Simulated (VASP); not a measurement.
Sb: single point with LDA

Crystal: Sb.

```
Sb
1.0
     5.31467    0.00000    0.00000
    -2.65733    4.60264    0.00000
     0.00000    0.00000    3.17052
Sb
3
Direct
  0.00000 0.00000 0.00000
  0.33333 0.66667 0.50000
  0.66667 0.33333 0.50000
```

```
Program                : VASP 6.6.1
Task                   : single point
Functional             : LDA
Potentials or basis    : VASP PAW LDA potentials, release 64 (Sb)
Cutoff                 : 520 eV
k mesh                 : 7 × 7 × 10
Occupations            : fermi-dirac, width 0.1 eV
Spin                   : no spin polarisation
Dipole correction      : no
Further INCAR settings : ALGO = Normal; EDIFF = 1e-06; NBANDS = 14
```

```yaml
Pressure: 0.1 GPa
```

Levels at points of the mesh, in eV from the Fermi level:
```csv
k point,band 4,band 5,band 6,band 7,band 8,band 9,band 10,band 11,band 12,band 13
"(0.00, 0.00, 0.00)",-4.20,-4.20,-3.93,-3.93,1.63,5.56,5.56,5.58,5.98,6.00
"(0.00, 0.00, 0.50)",-3.56,-2.91,-2.28,-2.28,-2.21,-0.65,-0.65,0.42,0.42,3.13
```

Run time: 58 s on 1 thread of AMD EPYC 7R13, with other jobs on the host, peak memory 0.15 GiB.

Caveat: spin-orbit coupling is left out, which moves the levels of the heavy elements.
